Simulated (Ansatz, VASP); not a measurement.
## AgCl: VASP beside Ansatz

```
Ag Cl
1.0
     0.00000    2.67731    2.67731
     2.67731    0.00000    2.67731
     2.67731    2.67731    0.00000
Ag Cl
1 1
Direct
  0.48610 0.51390 0.52781
  0.04230 0.95770 0.91538
```

Change from the starting cell: mode 4 frozen in at -0.340 Å and mode 5 at -0.113 Å (largest displacements).

Alike in both runs: task single point; functional LDA; k mesh 10 × 10 × 10; occupations gaussian, width 0.05 eV; no spin polarisation.

```csv
,VASP,Ansatz
version,VASP 6.6.1,Ansatz 0.2.0
potentials or method,"VASP PAW LDA potentials, release 64 (Ag, Cl), cutoff 520 eV","scalar-relativistic, plane waves, PAW"
valence electrons in the cell,18,26
```

|  | VASP | Ansatz | Ansatz less VASP |
| --- | --- | --- | --- |
| gap on the k mesh at the Fermi level (eV) | 0.75 | 0.73 | -0.022 |
| least direct gap on the mesh (eV) | 1.69 | 1.67 | -0.023 |
| pressure (GPa) | 6.6 | 6.6 | 0.00 |
| traceless stress, the component that is largest in VASP (GPa) | 12.08 | 12.05 | -0.029 |
| rms of the force components (eV/Å) | 1.158 | 1.154 | -0.0043 |

LDA's correlation is that of Perdew and Zunger in VASP and of Perdew and Wang (1992) in Ansatz. Atom by atom the forces differ by 0.004 eV/Å (rms over components). VASP's potentials hold 18 valence electrons a cell and Ansatz's 26, so a difference there can come from the potentials and not from the codes.
